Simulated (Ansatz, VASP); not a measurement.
C in VASP and in Ansatz

```
CELL_PARAMETERS angstrom
2.46572 0.00000 0.00000
-1.23286 2.13538 0.00000
0.00000 0.00000 17.50000
ATOMIC_POSITIONS crystal
C 0.33333 0.66667 0.25714
C 0.66667 0.33333 0.25714
C 0.33333 0.16667 0.43200
C 0.00000 0.50000 0.43200
```

Alike in both runs: task single point; functional PBE; dispersion D3(BJ); k mesh 15 × 15 × 1; occupations gaussian, width 0.1 eV; no spin polarisation.

|  | VASP | Ansatz |
| --- | --- | --- |
| version | VASP 6.6.1 | Ansatz 0.2.0 |
| potentials or method | VASP PAW PBE potentials, release 64 (C), cutoff 520 eV | scalar-relativistic, plane waves, PAW |
| valence electrons in the cell | 16 | 16 |

```csv
,VASP,Ansatz,Ansatz less VASP
gap on the k mesh at the Fermi level (eV),0.74,0.74,-0.001
least direct gap on the mesh (eV),0.74,0.74,-0.001
rms of the force components (eV/Å),0.087,0.087,-0.0001
```

Atom by atom the forces differ by 0.000 eV/Å (rms over components).
